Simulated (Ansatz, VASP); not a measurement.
# Two plane-wave programs on MoSe

File INCAR:

```
SYSTEM = MoSe
PREC = Accurate
ENCUT = 520
EDIFF = 1E-6
ISMEAR = 0
SIGMA = 0.1
LREAL = .False.
LASPH = .True.
NELM = 150
ALGO = Fast
ISIF = 2
LWAVE = .False.
LCHARG = .False.
ISPIN = 2
MAGMOM = 2 -2 0 0
LORBIT = 11
LMAXMIX = 4
GGA = PE
NBANDS = 32
```

Contents of KPOINTS:

```
Automatic mesh
0
Gamma
  12 12 6
  0 0 0
```

Contents of POSCAR:

```
MoSe
1.0
    0.0000000000      2.8392909707      2.8392909707
    5.6785819413      2.8392909707      2.8392909707
    5.6785819413      5.6785819413      0.0000000000
Mo Se
2 2
Direct
    0.0000000000      0.0000000000      1.0000000000
    0.0000000000      0.0000000000      0.5000000000
    0.2500000000      0.2500000000      0.0000000000
    0.2500000000      0.2500000000      0.5000000000
```

Input for Ansatz:

```yaml
crystal:
  lattice:
    - [0.0, 2.8392909712, 2.8392909712]
    - [5.6785819424, 2.8392909712, 2.8392909712]
    - [5.6785819424, 5.6785819424, 0.0]
  atoms:
    - { symbol: Mo, position: [1.0, 0.0, 1.0], spin: 2.0 }
    - { symbol: Se, position: [0.25, 0.25, 0.0] }
    - { symbol: Mo, position: [1.0, 0.0, 0.5], spin: -2.0 }
    - { symbol: Se, position: [0.25, 0.25, 0.5] }
basis:
  ecutwfc: 420
kpoints:
  mp_grid: { grid: [12, 12, 6] }
hamiltonian:
  xc: pbe
scf:
  occupations: { method: gaussian, width: 0.1 }
  lower_state_search: "off"
output:
  forces: true
  stress: true
  eigenvalues: true
  populations: true
magnetization:
  spin_polarized: true
```

Alike in both runs: task single point; functional PBE; k mesh 12 × 12 × 6; occupations gaussian, width 0.1 eV; collinear spin.

```csv
,VASP,Ansatz
version,VASP 6.6.1,Ansatz 0.2.0
potentials or method,"VASP PAW PBE potentials, release 64 (Mo_sv, Se), cutoff 520 eV","scalar-relativistic, plane waves, PAW"
valence electrons in the cell,40,60
```

Ansatz gave:

```
gap on the k mesh at the Fermi level (eV)                     : none
pressure (GPa)                                                : -0.3
net moment per atom (μB)                                      : 0.00
size of the moment on the site where the two differ most (μB) : 0.72
```

Problem. Which values does VASP return?

Solution. gap on the k mesh at the Fermi level (eV): none; pressure (GPa): -0.2; net moment per atom (μB): 0.00; size of the moment on the site where the two differ most (μB): 0.89.

Site moments also hang on the region over which each program counts them. A gap of «none» marks a metal or a gap that the smearing closes. VASP's potentials hold 40 valence electrons a cell and Ansatz's 60, so a difference there can come from the potentials and not from the codes.
